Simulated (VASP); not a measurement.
# Si62As (a cell with a defect) in VASP: single point with PBE+D3(BJ)

Aim: the single point of Si62As (a cell with a defect) with PBE+D3(BJ).

Everything below comes from runs of VASP 6.6.1. Logs are shortened: lines on timing, memory, paths and dates and some standing lists are left out, and cuts for length are marked.

## 1. The cell of the first run

The cell holds a defect, 63 atoms: a = 10.860 Å, b = 10.860 Å, c = 10.860 Å, α = 90.00°, β = 90.00°, γ = 90.00°.

## 2. Single point, PBE+D3(BJ)

Input file INCAR:

```
PREC = Accurate
ENCUT = 520
EDIFF = 1E-6
ISMEAR = 0
SIGMA = 0.05
LREAL = Auto
LASPH = True
NELM = 100
ALGO = Normal
ISIF = 2
LWAVE = False
LCHARG = False
GGA = PE
IVDW = 12
NELECT = 252.0
NBANDS = 164
```

Input file KPOINTS:

```
regular mesh
0
Gamma
  1 1 1
```

Input file POSCAR:

```
Si62As
1.0
   10.8600000000      0.0000000000      0.0000000000
    0.0000000000     10.8600000000      0.0000000000
    0.0000000000      0.0000000000     10.8600000000
Si As
62 1
Direct
    0.5005070902      0.0006171271      0.0003919890
    0.6241190608      0.1284858195      0.1293320442
    0.7494054328      0.2512880295      0.0031639042
    0.8653539595      0.3776067219      0.1349678637
    0.7499812155      0.0004484346      0.2502402394
    0.8757477901      0.1238759669      0.3760443831
    0.0002115101      0.0002494475     -0.0004639963
    0.1227656538      0.1265065378      0.1257608656
    0.2496872007      0.2475327808     -0.0009209024
    0.3742961326      0.3753826888      0.1239816759
    0.5002530387      0.5005560773     -0.0000167587
    0.6247754144      0.6278119705      0.1233740331
    0.7527974217      0.7505060773     -0.0019180479
    0.8748489871      0.8763641805      0.1251186004
    0.2489270718      0.0006109576      0.2495836096
    0.3747670350      0.1253462247      0.3765908840
    0.4964334254      0.2538830571      0.2536906998
    0.7382138122      0.5059430018      0.2606905157
    0.8751976980      0.6269391344      0.3758471455
    0.4995779006     -0.0013770718      0.4999110497
    0.6234089319      0.1252606814      0.6240138122
    0.7520379374      0.2473056169      0.5032173112
    0.8749032228      0.3758822284      0.6237484346
    0.7507900552      0.0009889503      0.7505596685
    0.8738036832      0.1268270718      0.8772148250
   -0.0044780847      0.4986639963      0.0045079190
    0.1242389503      0.6261966851      0.1243020258
    0.2503663904      0.7499045120     -0.0014056169
    0.3725264273      0.8769113260      0.1244194291
   -0.0021834254      0.2512747698      0.2507006446
    0.1246857274      0.3754736648      0.3741558932
    0.2500505525      0.4992242173      0.2479319521
    0.3873370166      0.6140930018      0.3688188766
    0.5005606814      0.7515722836      0.2469834254
    0.6249605893      0.8749638122      0.3743704420
    0.0037174033     -0.0034815838      0.5003923573
    0.1255416206      0.1248214549      0.6263661142
    0.2503342541      0.2511246777      0.4991081952
    0.3734904236      0.3718137201      0.6273222836
    0.6287669429      0.6213322284      0.6212151934
    0.7509134438      0.7509775322      0.4995606814
    0.8755714549      0.8758160221      0.6274128913
    0.2515132597     -0.0022906998      0.7480918969
    0.3744908840      0.1243760589      0.8739662983
    0.5017861878      0.2509021179      0.7496650092
    0.6256289134      0.3749500921      0.8763616022
    0.7504367403      0.4982731123      0.7496350829
    0.8762611418      0.6253562615      0.8742487109
    0.0009634438      0.7505196133      0.2486844383
    0.1297751381      0.8701972376      0.3763006446
    0.0007050645      0.5007030387      0.4994218232
    0.1275345304      0.6242494475      0.6235827808
    0.2601050645      0.7397994475      0.4972081952
    0.3758427256      0.8717593923      0.6235739411
   -0.0003125230      0.2485155617      0.7499814917
    0.1215849908      0.3744747698      0.8782482505
    0.2496102210      0.4988804788      0.7509507366
    0.3751891344      0.6247139963      0.8745532228
    0.5010209024      0.7457339779      0.7466111418
    0.6247937385      0.8745729282      0.8743979742
    0.0025405157      0.7491173112      0.7483949355
    0.1250345304      0.8754219153      0.8746316759
    0.5623319521      0.4494238490      0.4261050645
```

Potentials or basis: VASP PAW PBE potentials, release 64 (Si, As).

The run is started by

```console
$ cat potpaw_PBE.64/Si/POTCAR potpaw_PBE.64/As/POTCAR > POTCAR
$ mpirun -np 1 vasp_gam > vasp.out
```

OUTCAR:

```text
PREC = Accurate
   ENCUT = 520
   EDIFF = 1E-6
   ISMEAR = 0
   LREAL = Auto
   LASPH = True
   NELM = 100
   ISIF = 2
   GGA = PE
   IVDW = 12
   NELECT = 252.0
 IVDW          = 12

 ion  position               nearest neighbor table
   1  0.501  0.001  0.000-  29 2.36  44 2.36  60 2.36   2 2.39
   2  0.624  0.128  0.129-   3 2.35   5 2.35  17 2.37   1 2.39
   3  0.749  0.251  0.003-  46 2.35   2 2.35   4 2.35  25 2.35
   4  0.865  0.378  0.135-   3 2.35  30 2.35  18 2.39  26 2.39
   5  0.750  0.000  0.250-  14 2.35  35 2.35   2 2.35   6 2.35
   6  0.876  0.124  0.376-  22 2.35  30 2.35   5 2.35  36 2.38
[... 13 lines left out ...]
  20  0.500  0.999  0.500-  54 2.35  21 2.35  35 2.35  16 2.35
  21  0.623  0.125  0.624-  22 2.33  45 2.34  20 2.35  24 2.37
  22  0.752  0.247  0.503-  21 2.33  23 2.33   6 2.35
  23  0.875  0.376  0.624-  22 2.33  47 2.34  51 2.35  55 2.37
  24  0.751  0.001  0.751-  42 2.34  25 2.35  60 2.36  21 2.37
  25  0.874  0.127  0.877-   3 2.35  55 2.35   7 2.35  24 2.35
  26  0.996  0.499  0.005-  27 2.36  48 2.36  56 2.36   4 2.39
  27  0.124  0.626  0.124-  49 2.33  28 2.35  26 2.36  32 2.36
  28  0.250  0.750  0.999-  58 2.35  62 2.35  29 2.35  27 2.35
[... 8 lines left out ...]
  37  0.126  0.125  0.626-  55 2.34  43 2.35  36 2.36  38 2.37
  38  0.250  0.251  0.499-  39 2.33  16 2.34  31 2.35  37 2.37
  39  0.373  0.372  0.627-  45 2.33  38 2.33  57 2.35
  40  0.629  0.621  0.621-  47 2.34  41 2.34  59 2.37  63 2.91
  41  0.751  0.751  0.500-  19 2.33  40 2.34  35 2.35  42 2.37
  42  0.876  0.876  0.627-  24 2.34  61 2.35  36 2.36  41 2.37
  43  0.252  0.998  0.748-  54 2.35  37 2.35  62 2.35  44 2.35
  44  0.374  0.124  0.874-   9 2.34  43 2.35   1 2.36  45 2.37
  45  0.502  0.251  0.750-  39 2.33  21 2.34  46 2.35  44 2.37
[... 16 lines left out ...]
  62  0.125  0.875  0.875-   7 2.35  28 2.35  61 2.35  43 2.35
  63  0.562  0.449  0.426-  33 2.68  18 2.69  40 2.91  17 2.92

  LATTYP: Found a simple cubic cell.
 ALAT       =    10.8600000000

  Lattice vectors:

 A1 = (  10.8600000000,   0.0000000000,   0.0000000000)
 A2 = (   0.0000000000,  10.8600000000,   0.0000000000)
 A3 = (   0.0000000000,   0.0000000000,  10.8600000000)

Analysis of symmetry for initial positions (statically):
=====================================================================
 Subroutine PRICEL returns:
 Original cell was already a primitive cell.

 Routine SETGRP: Setting up the symmetry group for a
 simple cubic supercell.

 Subroutine GETGRP returns: Found  1 space group operations
 (whereof  1 operations were pure point group operations)
 out of a pool of 48 trial point group operations.

The static configuration has the point symmetry C_1 .

Analysis of symmetry for dynamics (positions and initial velocities):
=====================================================================
 Subroutine PRICEL returns:
 Original cell was already a primitive cell.

 Routine SETGRP: Setting up the symmetry group for a
 simple cubic supercell.

 Subroutine GETGRP returns: Found  1 space group operations
 (whereof  1 operations were pure point group operations)
 out of a pool of 48 trial point group operations.

The dynamic configuration has the point symmetry C_1 .

 Subroutine INISYM returns: Found  1 space group operations
 (whereof  1 operations are pure point group operations),
 and found     1 'primitive' translations

----------------------------------------------------------------------------------------

                                     Primitive cell

  volume of cell :    1280.8241

  direct lattice vectors                    reciprocal lattice vectors
    10.860000000  0.000000000  0.000000000     0.092081031  0.000000000  0.000000000
     0.000000000 10.860000000  0.000000000     0.000000000  0.092081031  0.000000000
     0.000000000  0.000000000 10.860000000     0.000000000  0.000000000  0.092081031

  length of vectors
    10.860000000 10.860000000 10.860000000     0.092081031  0.092081031  0.092081031

  position of ions in fractional coordinates (direct lattice)
     0.500507090  0.000617127  0.000391989
     0.624119061  0.128485819  0.129332044
     0.749405433  0.251288030  0.003163904
     0.865353959  0.377606722  0.134967864
     0.749981216  0.000448435  0.250240239
     0.875747790  0.123875967  0.376044383
[... 55 lines left out ...]
     0.125034530  0.875421915  0.874631676
     0.562331952  0.449423849  0.426105064

  ion indices of the primitive-cell ions
   primitive index   ion index
                 1           1
                 2           2
                 3           3
                 4           4
                 5           5
                 6           6
[... 55 lines left out ...]
                62          62
                63          63

----------------------------------------------------------------------------------------

 KPOINTS: regular mesh

Automatic generation of k-mesh.
 Grid dimensions read from file:
 generate k-points for:    1    1    1

 Generating k-lattice:

  Cartesian coordinates                     Fractional coordinates (reciprocal lattice)
     0.092081031  0.000000000  0.000000000     1.000000000  0.000000000  0.000000000
     0.000000000  0.092081031  0.000000000     0.000000000  1.000000000  0.000000000
     0.000000000  0.000000000  0.092081031     0.000000000  0.000000000  1.000000000

  Length of vectors
     0.092081031  0.092081031  0.092081031

  Shift w.r.t. Gamma in fractional coordinates (k-lattice)
     0.000000000  0.000000000  0.000000000

 Subroutine IBZKPT returns following result:
 ===========================================

 Found      1 irreducible k-points:

 Following reciprocal coordinates:
            Coordinates               Weight
  0.000000  0.000000  0.000000      1.000000
   k-points           NKPTS =      1   k-points in BZ     NKDIM =      1   number of bands    NBANDS=    164
   number of dos      NEDOS =    301   number of ions     NIONS =     63
   total plane-waves  NPLWV = 592704
   dimension x,y,z NGX =    84 NGY =   84 NGZ =   84
   dimension x,y,z NGXF=   168 NGYF=  168 NGZF=  168
   ions per type =              62   1
   NGX,Y,Z   is equivalent  to a cutoff of  12.86, 12.86, 12.86 a.u.
   NGXF,Y,Z  is equivalent  to a cutoff of  25.72, 25.72, 25.72 a.u.
 SYSTEM =  unknown system
   PREC   = accura    normal or accurate (medium, high low for compatibility)
   ISTART =      0    job   : 0-new  1-cont  2-samecut
   ICHARG =      2    charge: 1-file 2-atom 10-const
   ISPIN  =      1    spin polarized calculation?
   LNONCOLLINEAR =      F non collinear calculations
   LSORBIT =      F    spin-orbit coupling
   LASPH  =      T    aspherical Exc in radial PAW
   ENCUT  =  520.0 eV  38.22 Ry    6.18 a.u.  20.19 20.19 20.19*2*pi/ulx,y,z
   NELM   =    100;   NELMIN=  2; NELMDL= -5     # of ELM steps
   EDIFF  = 0.1E-05   stopping-criterion for ELM
   LREAL  =      T    real-space projection
   EDIFFG = 0.1E-04   stopping-criterion for IOM
   NSW    =      0    number of steps for IOM
   IBRION =     -1    ionic relax: 0-MD 1-quasi-New 2-CG
   NFREE  =      0    steps in history (QN), initial steepest desc. (CG)
   ISIF   =      2    stress and relaxation
   ISYM   =      2    0-nonsym 1-usesym 2-fastsym
   POTIM  = 0.5000    time-step for ionic-motion
   TEBEG  =    0.0;   TEEND  =   0.0 temperature during run
   PSTRESS=    0.0 pullay stress
   NELECT =     252.0000    total number of electrons
   NUPDOWN=      -1.0000    fix difference up-down
   EMIN   =  10.00;   EMAX   =-10.00  energy-range for DOS
   EFERMI =   0.00;   METHOD = LEGACY
   ISMEAR =     0;   SIGMA  =   0.05  broadening in eV -4-tet -1-fermi 0-gaus
   EFERMI_NEDOS =   21; number of points for ismear=-14 and -15
   IALGO  =     38    algorithm
   IMIX   =      4    mixing-type and parameters
     AMIX     =   0.40;   BMIX     =  1.00
     AMIX_MAG =   1.60;   BMIX_MAG =  1.00
  volume/ion in A,a.u.               =      20.33       137.20
  Fermi-wavevector in a.u.,A,eV,Ry     =   0.952164  1.799329 12.335269  0.906617
  Thomas-Fermi vector in A             =   2.080702
   LORBIT       =      0    0 simple, 1 ext, 2 COOP (PROOUT), +10 PAW based schemes
   GGA     = PE    functional components
   LHFCALC =     F    Hartree Fock is set to
   AEXX    =    0.0000 exact exchange contribution
   IVDW    =    12    specifies the selected vdW correction
   LEPSILON=     F    determine dielectric tensor
   LRPA    =     F    only Hartree local field effects (RPA)
 non-spin polarized calculation
 Gauss-broadening in eV      SIGMA  =   0.05
  energy-cutoff  :      520.00
  volume of cell :     1280.82
 maximum number of plane-waves:     17229
 NGX is ok and might be reduce to    84
   NGX = 41   NGY = 41   NGZ = 41

 number of electron     251.9999990 magnetization

 Free energy of the ion-electron system (eV)
  ---------------------------------------------------
  ext. energy  EPLUGINS =         0.00000000
  ---------------------------------------------------
  free energy    TOTEN  =      -337.56161893 eV

  energy without entropy =     -337.56161840  energy(sigma->0) =     -337.56161866

 E-fermi :   6.0169     XC(G=0):  -9.3385

 val. band max:        5.8467359101   @ k =   0.0000   0.0000   0.0000
 cond. band min:       6.1870013136   @ k =   0.0000   0.0000   0.0000
 fundamental gap:      0.3402654035
 Fermi energy:         6.0168687215

 k-point     1 :       0.0000    0.0000    0.0000
  band No.  band energies     occupation
      1      -6.2360      2.00000
      2      -5.3733      2.00000
      3      -5.1619      2.00000
      4      -5.1493      2.00000
      5      -5.1443      2.00000
      6      -5.1393      2.00000
[... 130 lines left out ...]
    137       6.9226      0.00000
    138       6.9363      0.00000
 [bands above 138 left out]

------------------------ aborting loop because EDIFF is reached ----------------------------------------

 Edisp (eV)  -19.86463

 E6    (eV) :   -11.6271

 E8    (eV) :    -8.2375

  FORCE on cell =-STRESS in cart. coord.  units (eV):
  Direction    XX          YY          ZZ          XY          YZ          ZX
  --------------------------------------------------------------------------------------
  -------------------------------------------------------------------------------------
  Total     -13.34690   -12.91312   -12.95309    -0.05641    -0.29339    -0.01420
  in kB     -16.69558   -16.15297   -16.20296    -0.07056    -0.36700    -0.01776
  external pressure =      -16.35 kB  Pullay stress =        0.00 kB

 VOLUME and BASIS-vectors are now :
 -----------------------------------------------------------------------------
  energy-cutoff  :      520.00
  volume of cell :     1280.82
      direct lattice vectors                 reciprocal lattice vectors
    10.860000000  0.000000000  0.000000000     0.092081031  0.000000000  0.000000000
     0.000000000 10.860000000  0.000000000     0.000000000  0.092081031  0.000000000
     0.000000000  0.000000000 10.860000000     0.000000000  0.000000000  0.092081031

 POSITION                                       TOTAL-FORCE (eV/Angst)
 -----------------------------------------------------------------------------------
      5.43551      0.00670      0.00426         0.000139      0.002682      0.002096
      6.77793      1.39536      1.40455         0.006909     -0.002859     -0.002999
      8.13854      2.72899      0.03436        -0.003285      0.002908      0.003416
      9.39774      4.10081      1.46575        -0.001631     -0.002806      0.002960
      8.14480      0.00487      2.71761         0.000385      0.001110      0.001240
      9.51062      1.34529      4.08384         0.002683     -0.003206     -0.000322
[... 55 lines left out ...]
      1.35788      9.50708      9.49850        -0.000573     -0.003520      0.004974
      6.10692      4.88074      4.62750        -0.009040      0.014812      0.015519
 -----------------------------------------------------------------------------------
    total drift:                                0.000547      0.039007      0.001504

  FREE ENERGIE OF THE ION-ELECTRON SYSTEM (eV)
  ---------------------------------------------------
  free  energy   TOTEN  =      -357.4262473687 eV

  energy  without entropy=     -357.4262468401  energy(sigma->0) =     -357.42624710
```

Run time: 4.8 min. Hardware: 1 thread of Intel Xeon Platinum 8559C (Emerald Rapids), shared host; peak memory 1 GiB.

What came out:

| Item | Value |
| --- | --- |
| Free energy | -357.4262 eV |
| Largest force | 0.023 eV/Å |
| Dispersion energy per atom | -0.315 eV |

Forces on the atoms (eV/Å):
```
Si   0.000  0.003  0.002
Si   0.007 -0.003 -0.003
Si  -0.003  0.003  0.003
Si  -0.002 -0.003  0.003
Si   0.000  0.001  0.001
Si   0.003 -0.003  0.000
Si   0.002  0.001 -0.006
Si  -0.002 -0.002  0.001
Si   0.002 -0.001 -0.001
Si  -0.003  0.008 -0.005
Si   0.004  0.000 -0.003
Si  -0.003  0.000 -0.001
Si   0.003 -0.002 -0.003
Si   0.001  0.003 -0.002
Si   0.004  0.000 -0.002
Si  -0.003 -0.005  0.007
Si  -0.002 -0.012 -0.008
Si   0.005  0.006 -0.008
Si   0.003  0.000 -0.001
Si   0.000 -0.001  0.001
Si  -0.001 -0.002  0.000
Si   0.004 -0.006  0.005
Si   0.001  0.001 -0.002
Si  -0.001 -0.001 -0.002
Si  -0.001 -0.001 -0.001
Si   0.001 -0.002  0.002
Si  -0.002  0.004  0.002
Si   0.000  0.000  0.000
Si  -0.001  0.000  0.001
Si   0.000  0.002 -0.002
Si  -0.005  0.001  0.001
Si   0.000 -0.007 -0.001
Si  -0.008  0.008  0.000
Si   0.002  0.004 -0.003
Si   0.000  0.000  0.003
Si   0.002 -0.002  0.003
Si   0.001  0.001  0.002
Si   0.000  0.000 -0.003
Si  -0.005 -0.002  0.008
Si   0.001  0.003  0.002
Si  -0.002 -0.001  0.001
Si   0.000  0.001 -0.001
Si  -0.003 -0.002 -0.002
Si   0.000 -0.003 -0.002
Si   0.001  0.000  0.000
Si   0.000  0.000  0.002
Si  -0.002  0.004 -0.002
Si   0.003 -0.001  0.000
Si  -0.001 -0.002  0.002
Si   0.001  0.000 -0.006
Si   0.001  0.001  0.000
Si  -0.001 -0.006  0.001
Si   0.000  0.001  0.000
Si   0.003  0.000  0.000
Si  -0.001  0.001  0.000
Si   0.002  0.001 -0.001
Si  -0.001  0.002 -0.002
Si  -0.001  0.001  0.004
Si   0.001 -0.003 -0.005
Si   0.001 -0.001  0.002
Si   0.001  0.002 -0.003
Si  -0.001 -0.004  0.005
As  -0.009  0.015  0.016
```

Levels at points of the mesh, in eV from the Fermi level:
```tsv
k point	band 123	band 124	band 125	band 126	band 127	band 128	band 129	band 130
(0.00, 0.00, 0.00)	-0.77	-0.76	-0.76	-0.17	0.17	0.24	0.35	0.39
```

Caveat: the k points lie up to 0.58 Å⁻¹ apart; the cell carries a net charge on a neutralising background, which shifts energy and pressure; the cell is charged against a uniform background, so pressure and absolute levels hang on convention.
